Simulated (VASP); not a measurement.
Runs of VASP 6.6.1 on Hf2SeS3. The structure is that of space group P6/mmm (No. 191), or close to it. The cells are those of the table. The cell was generated, and may not be a known phase.

| task | cell | k mesh | cutoff (eV) | gap on the mesh (eV) | pressure (GPa) | relaxed volume (Å³/atom) |
| --- | --- | --- | --- | --- | --- | --- |
| single point | a = 8.192, b = 8.192, c = 3.390 Å, angles 90.0, 90.0, 120.0°, 6 atoms | 6 × 6 × 12 | 520 | none | -0.2 | - |
| relaxation of cell and atoms | relaxed from a = 8.208, b = 8.208, c = 3.372 Å, angles 90.0, 90.0, 120.0°, 6 atoms | 6 × 6 × 12 | 600 | none | 0.0 | (a) |
| relaxation of cell and atoms | relaxed from a = 8.182, b = 8.182, c = 3.437 Å, angles 90.0, 90.0, 120.0°, 6 atoms | 3 × 3 × 6 | 600 | none | 0.0 | (b) |
| single point | a = 8.182, b = 8.182, c = 3.437 Å, angles 90.0, 90.0, 120.0°, 6 atoms | 3 × 3 × 4 | 520 | none | -0.2 | - |
| single point | a = 6.428, b = 6.428, c = 4.075 Å, angles 90.0, 90.0, 120.0°, 6 atoms | 3 × 3 × 4 | 520 | none | 84.0 | - |
| single point | a = 8.208, b = 8.208, c = 3.372 Å, angles 90.0, 90.0, 120.0°, 6 atoms | 3 × 3 × 6 | 520 | none | -0.3 | - |
| relaxation of cell and atoms | relaxed from a = 6.428, b = 6.428, c = 4.075 Å, angles 90.0, 90.0, 120.0°, 6 atoms | 3 × 3 × 4 | 600 | none | 0.0 | 33.12 |

Alike in all rows: level PBE; potentials or basis VASP PAW PBE potentials, release 64 (Hf_pv, Se, S); no spin polarisation; smearing gaussian 0.1 eV.

Q: Fill in the values left out.

A: (a) 32.73; (b) 32.61.

Caveats: some runs use coarse meshes; spin-orbit coupling is left out, which moves the levels of the heavy elements; the volume moved by over 15 % at a fixed basis, so the end points are rough (at least some runs).

A k mesh can miss the band edges, and the runs leave out spin-orbit coupling on Hf, Se.

A gap of «none» marks levels without a gap at the run's occupations.
